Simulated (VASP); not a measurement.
# SiS2 (Ibam) in VASP: a series of runs, part 2 of 2

VASP 6.6.1. The steps go on from the part before.

### Step 4. Relaxation of shape and atoms at fixed volume, RPBE (40.21 Å³/atom)

This run uses another cell than the first one, of 40.21 Å³/atom.

INCAR reads:

```
SYSTEM = SiS2
ALGO = Normal
EDIFF = 1E-7
EDIFFG = -0.04
ENCUT = 500
GGA = RP
GGA_COMPAT = .FALSE.
IBRION = 2
ISIF = 4
ISMEAR = 0
LASPH = .TRUE.
LCHARG = .FALSE.
LREAL = .FALSE.
LWAVE = .FALSE.
NELM = 120
NELMIN = 4
NSW = 60
PREC = Accurate
SIGMA = 0.05
```

KPOINTS reads:

```
k-points
0
G
  6 6 6
  0 0 0
```

POSCAR reads:

```
SiS2
1.0
   -3.4306021687      6.1613898259      2.8535714945
    3.4306021687     -6.1613898259      2.8535714945
    3.4306021687      6.1613898259     -2.8535714945
Si S
2 4
Direct
    0.7500000000      0.7500000000      0.0000000000
    0.2500000000      0.2500000000      0.0000000000
    0.9045303346      0.8284822438      0.7330125784
    0.0954696654      0.1715177562      0.2669874216
    0.4045303346      0.6715177562      0.0760480907
    0.5954696654      0.3284822438      0.9239519093
```

Potentials or basis: VASP PAW PBE potentials, release 64 (Si, S).

Command:

```bash
cat potpaw_PBE.64/Si/POTCAR potpaw_PBE.64/S/POTCAR > POTCAR
mpirun -np 1 vasp_std > vasp.out
```

OUTCAR:

```text
SYSTEM = SiS2
   EDIFF = 1E-7
   EDIFFG = -0.04
   ENCUT = 500
   GGA = RP
   IBRION = 2
   ISIF = 4
   ISMEAR = 0
   LASPH = .TRUE.
   LREAL = .FALSE.
   NELM = 120
   NELMIN = 4
   NSW = 60
   PREC = Accurate

 ion  position               nearest neighbor table
   1  0.750  0.750  0.000-   5 2.19   4 2.19   3 2.19   6 2.19   2 2.85   2 2.85
   2  0.250  0.250  0.000-   6 2.19   4 2.19   3 2.19   5 2.19   1 2.85   1 2.85
   3  0.905  0.828  0.733-   1 2.19   2 2.19
   4  0.095  0.172  0.267-   1 2.19   2 2.19
   5  0.405  0.672  0.076-   1 2.19   2 2.19
   6  0.595  0.328  0.924-   2 2.19   1 2.19

  LATTYP: Found a body centered orthorhombic cell.
 ALAT       =     5.7071429890
 B/A-ratio  =     1.2022134982
 C/A-ratio  =     2.1591853710

  Lattice vectors:

 A1 = (   3.4306021687,   6.1613898259,  -2.8535714945)
 A2 = (  -3.4306021687,   6.1613898259,   2.8535714945)
 A3 = (   3.4306021687,  -6.1613898259,   2.8535714945)

Analysis of symmetry for initial positions (statically):
=====================================================================
 Subroutine PRICEL returns:
 Original cell was already a primitive cell.

 Routine SETGRP: Setting up the symmetry group for a
 body centered orthorhombic supercell.

 Subroutine GETGRP returns: Found  8 space group operations
 (whereof  4 operations were pure point group operations)
 out of a pool of  8 trial point group operations.

The static configuration has the point symmetry C_2h.
 The point group associated with its full space group is D_2h.

Analysis of symmetry for dynamics (positions and initial velocities):
=====================================================================
 Subroutine PRICEL returns:
 Original cell was already a primitive cell.

 Routine SETGRP: Setting up the symmetry group for a
 body centered orthorhombic supercell.

 Subroutine GETGRP returns: Found  8 space group operations
 (whereof  4 operations were pure point group operations)
 out of a pool of  8 trial point group operations.

The dynamic configuration has the point symmetry C_2h.
 The point group associated with its full space group is D_2h.

 Subroutine INISYM returns: Found  8 space group operations
 (whereof  4 operations are pure point group operations),
 and found     1 'primitive' translations

----------------------------------------------------------------------------------------

                                     Primitive cell

  volume of cell :     241.2669

  direct lattice vectors                    reciprocal lattice vectors
    -3.430602169  6.161389826  2.853571495     0.000000000  0.081150522  0.175219020
     3.430602169 -6.161389826  2.853571495     0.145747007  0.000000000  0.175219020
     3.430602169  6.161389826 -2.853571495     0.145747007  0.081150522  0.000000000

  length of vectors
     7.607537453  7.607537453  7.607537453     0.193098711  0.227912034  0.166816059

  position of ions in fractional coordinates (direct lattice)
     0.750000000  0.750000000  0.000000000
     0.250000000  0.250000000  0.000000000
     0.904530335  0.828482244  0.733012578
     0.095469665  0.171517756  0.266987422
     0.404530335  0.671517756  0.076048091
     0.595469665  0.328482244  0.923951909

  ion indices of the primitive-cell ions
   primitive index   ion index
                 1           1
[... 59 lines left out ...]
   k-points           NKPTS =     46   k-points in BZ     NKDIM =     46   number of bands    NBANDS=     20
   number of dos      NEDOS =    301   number of ions     NIONS =      6
   total plane-waves  NPLWV = 175616
   dimension x,y,z NGX =    56 NGY =   56 NGZ =   56
   dimension x,y,z NGXF=   112 NGYF=  112 NGZF=  112
   ions per type =               2   4
   NGX,Y,Z   is equivalent  to a cutoff of  12.24, 12.24, 12.24 a.u.
   NGXF,Y,Z  is equivalent  to a cutoff of  24.48, 24.48, 24.48 a.u.
 SYSTEM =  SiS2
   PREC   = accura    normal or accurate (medium, high low for compatibility)
   ISTART =      0    job   : 0-new  1-cont  2-samecut
   ICHARG =      2    charge: 1-file 2-atom 10-const
   ISPIN  =      1    spin polarized calculation?
   LNONCOLLINEAR =      F non collinear calculations
   LSORBIT =      F    spin-orbit coupling
   LASPH  =      T    aspherical Exc in radial PAW
   ENCUT  =  500.0 eV  36.75 Ry    6.06 a.u.  13.87 13.87 13.87*2*pi/ulx,y,z
   NELM   =    120;   NELMIN=  4; NELMDL= -5     # of ELM steps
   EDIFF  = 0.1E-06   stopping-criterion for ELM
   LREAL  =      F    real-space projection
   EDIFFG = -.4E-01   stopping-criterion for IOM
   NSW    =     60    number of steps for IOM
   IBRION =      2    ionic relax: 0-MD 1-quasi-New 2-CG
   NFREE  =      1    steps in history (QN), initial steepest desc. (CG)
   ISIF   =      4    stress and relaxation
   ISYM   =      2    0-nonsym 1-usesym 2-fastsym
   POTIM  = 0.5000    time-step for ionic-motion
   TEBEG  =    0.0;   TEEND  =   0.0 temperature during run
   PSTRESS=    0.0 pullay stress
   NELECT =      32.0000    total number of electrons
   NUPDOWN=      -1.0000    fix difference up-down
   EMIN   =  10.00;   EMAX   =-10.00  energy-range for DOS
   EFERMI =   0.00;   METHOD = LEGACY
   ISMEAR =     0;   SIGMA  =   0.05  broadening in eV -4-tet -1-fermi 0-gaus
   EFERMI_NEDOS =   21; number of points for ismear=-14 and -15
   IALGO  =     38    algorithm
   IMIX   =      4    mixing-type and parameters
     AMIX     =   0.40;   BMIX     =  1.00
     AMIX_MAG =   1.60;   BMIX_MAG =  1.00
  volume/ion in A,a.u.               =      40.21       271.36
  Fermi-wavevector in a.u.,A,eV,Ry     =   0.834883  1.577700  9.483661  0.697029
  Thomas-Fermi vector in A             =   1.948349
   LORBIT       =      0    0 simple, 1 ext, 2 COOP (PROOUT), +10 PAW based schemes
   GGA     = RP    functional components
   LHFCALC =     F    Hartree Fock is set to
   AEXX    =    0.0000 exact exchange contribution
   IVDW    =     0    specifies the selected vdW correction
   LEPSILON=     F    determine dielectric tensor
   LRPA    =     F    only Hartree local field effects (RPA)
 conjugate gradient relaxation of ions
 non-spin polarized calculation
 Gauss-broadening in eV      SIGMA  =   0.05
  energy-cutoff  :      500.00
  volume of cell :      241.27
 maximum number of plane-waves:      6165
   NGX = 27   NGY = 27   NGZ = 27

--------------------------------------- Ionic step        1  -------------------------------------------

 number of electron      31.9999999 magnetization

 Free energy of the ion-electron system (eV)
  ---------------------------------------------------
  ext. energy  EPLUGINS =         0.00000000
  ---------------------------------------------------
  free energy    TOTEN  =       -30.19576696 eV

  energy without entropy =      -30.19576696  energy(sigma->0) =      -30.19576696

------------------------ aborting loop because EDIFF is reached ----------------------------------------

  FORCE on cell =-STRESS in cart. coord.  units (eV):
  Direction    XX          YY          ZZ          XY          YZ          ZX
  --------------------------------------------------------------------------------------
  -------------------------------------------------------------------------------------
  Total       -2.4439195     -2.4510742     -3.7650870      0.0000000      0.0000000      0.0000000
  in kB      -16.2292964    -16.2768084    -25.0027514      0.0000000      0.0000000      0.0000000
  external PRESSURE =     -19.1696187 kB  Pullay stress =       0.0000000 kB
[... 107 lines left out ...]
--------------------------------------- Ionic step        4  -------------------------------------------

 number of electron      32.0000000 magnetization

 Free energy of the ion-electron system (eV)
  ---------------------------------------------------
  ext. energy  EPLUGINS =         0.00000000
  ---------------------------------------------------
  free energy    TOTEN  =       -30.26943340 eV

  energy without entropy =      -30.26943340  energy(sigma->0) =      -30.26943340

 E-fermi :  -0.9001     XC(G=0):  -5.9227

 val. band max:       -1.1516707906   @ k =  -0.3333   0.3333   0.1667
 cond. band min:       2.1260935324   @ k =  -0.3333  -0.3333   0.3333
 fundamental gap:      3.2777643230
 Fermi energy:        -0.9000646474

 k-point     1 :       0.0000    0.0000    0.0000
  band No.  band energies     occupation
      1     -15.3093      2.00000
      2     -13.4230      2.00000
      3     -12.9012      2.00000
      4     -12.8997      2.00000
      5      -8.5176      2.00000
      6      -6.6006      2.00000
[... 541 lines left out ...]
     19       3.6301      0.00000
     20       3.6301      0.00000

 [... further k-points ...]

------------------------ aborting loop because EDIFF is reached ----------------------------------------

  FORCE on cell =-STRESS in cart. coord.  units (eV):
  Direction    XX          YY          ZZ          XY          YZ          ZX
  --------------------------------------------------------------------------------------
  -------------------------------------------------------------------------------------
  Total       -0.0035290     -0.0121408     -0.2603344      0.0000000      0.0000000      0.0000000
  in kB       -0.0234352     -0.0806233     -1.7287983      0.0000000      0.0000000      0.0000000
  external PRESSURE =      -0.6109523 kB  Pullay stress =       0.0000000 kB
[... 21 lines left out ...]
  FREE ENERGIE OF THE ION-ELECTRON SYSTEM (eV)
  ---------------------------------------------------
  free  energy   TOTEN  =       -30.2694334010 eV

  energy  without entropy=      -30.2694334010  energy(sigma->0) =      -30.26943340

 reached required accuracy - stopping structural energy minimisation
```

Run time: 11 min. Hardware: 1 thread of Intel Xeon Platinum 8559C (Emerald Rapids), shared host; peak memory 0.54 GiB.

What came out:

```
Free energy                  : -30.2694 eV
Energy gained by relaxing    : 12.3 meV/atom
Ionic steps                  : 4
Pressure after relaxing      : -0.1 GPa
Largest force after relaxing : 0.011 eV/Å
Band gap on the k mesh       : 3.28 eV (least direct gap 3.65 eV)
```

Forces on the atoms (eV/Å):
```
Si   0.000  0.000  0.000
Si   0.000  0.000  0.000
S   -0.007 -0.008  0.000
S    0.007  0.008  0.000
S    0.007 -0.008  0.000
S   -0.007  0.008  0.000
```

Step by step:
| step | energy change (eV) | largest force (eV/Å) | pressure (GPa) | volume (Å³) |
| --- | --- | --- | --- | --- |
| 1 | 0.0000 | 0.7313 | -1.92 | 241.27 |
| 2 | -0.0680 | 0.0981 | -0.46 | 241.27 |
| 3 | -0.0703 | 0.0437 | -0.14 | 241.27 |
| 4 | -0.0737 | 0.0111 | -0.06 | 241.27 |

Final structure:
```
Si S
1.0
    -3.45510    6.20445    2.81368
     3.45510   -6.20445    2.81368
     3.45510    6.20445   -2.81368
Si S
2 4
Direct
  0.75000 0.75000 0.00000
  0.25000 0.25000 0.00000
  0.90693 0.83281 0.73974
  0.09307 0.16719 0.26026
  0.40693 0.66719 0.07412
  0.59307 0.33281 0.92588
```

Levels at points of the mesh, in eV from the valence-band top:
| k point | band 13 | band 14 | band 15 | band 16 | band 17 | band 18 | band 19 | band 20 |
| --- | --- | --- | --- | --- | --- | --- | --- | --- |
| (0.00, 0.00, 0.00) | -1.49 | -1.15 | -1.15 | -0.05 | 3.95 | 4.00 | 4.45 | 4.97 |
| (0.50, 0.00, 0.00) | -0.87 | -0.87 | -0.67 | -0.67 | 3.46 | 3.46 | 4.87 | 4.87 |
| (0.00, 0.50, 0.00) | -0.78 | -0.78 | -0.70 | -0.70 | 3.47 | 3.47 | 4.80 | 4.80 |
| (0.50, 0.50, 0.00) | -1.43 | -1.38 | -1.21 | 0.00 | 3.93 | 4.67 | 4.69 | 4.83 |
| (0.50, 0.50, 0.50) | -1.49 | -1.45 | -1.23 | -0.03 | 3.67 | 4.61 | 4.72 | 4.79 |

Caveat: the PAW data sets were made with another functional, which shifts forces and pressure a little; this functional lacks dispersion, which binds layers or chains, so the pressure and a relaxed spacing across them are unreliable. A k mesh can miss the band edges.

### Step 5. Overview

```tsv
cell	gap on the mesh (eV)	pressure (GPa)	relaxed volume (Å³/atom)	largest force (eV/Å)
relaxed from a = 7.435 Å, angles 126.7, 72.6, 134.5°, 6 atoms, atomic positions A	3.26	0.0	38.30	0.02
relaxed from a = 7.519 Å, angles 126.2, 71.6, 136.4°, 6 atoms, atomic positions B	3.26	0.0	38.60	-
relaxed from a = 7.608 Å, angles 126.4, 71.8, 135.9°, 6 atoms, atomic positions C	3.28	-0.1	40.21	0.01
```

Alike in all rows: task relaxation of shape and atoms at fixed volume; level RPBE; potentials or basis VASP PAW PBE potentials, release 64 (Si, S); no spin polarisation; k mesh 6 × 6 × 6; cutoff (eV) 500; smearing gaussian 0.05 eV.

Caveats: the PAW data sets were made with another functional, which shifts forces and pressure a little; this functional lacks dispersion, which binds layers or chains, so the pressure and a relaxed spacing across them are unreliable (at least some runs).

Absolute energies hang on the potentials; compare differences alone.
